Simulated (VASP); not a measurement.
Runs of VASP 6.6.1 on HfO2. The structure is that of space group Fm-3m (No. 225), or close to it. The cells are those of the table. 

```csv
cell,gap on the mesh (eV),pressure (GPa)
"a = 3.346 Å, angles 60.0°, 3 atoms",(b),81.8
"a = 3.506 Å, angles 60.0°, 3 atoms",3.98,20.0
"a = 3.652 Å, angles 60.0°, 3 atoms",3.65,(a)
"a = 3.605 Å, angles 60.0°, 3 atoms",3.76,-3.6
"a = 3.401 Å, angles 60.0°, 3 atoms",4.22,56.5
```

Alike in all rows: task single point; level PBE; potentials or basis VASP PAW PBE potentials, release 64 (Hf_pv, O); no spin polarisation; k mesh 8 × 8 × 8; cutoff (eV) 520; smearing gaussian 0.05 eV.

Estimate the missing entries.

(a) -12.2; (b) 4.31.

Caveats: spin-orbit coupling is left out, which moves the levels of the heavy elements.

A k mesh can miss the band edges, and the runs leave out spin-orbit coupling on Hf.
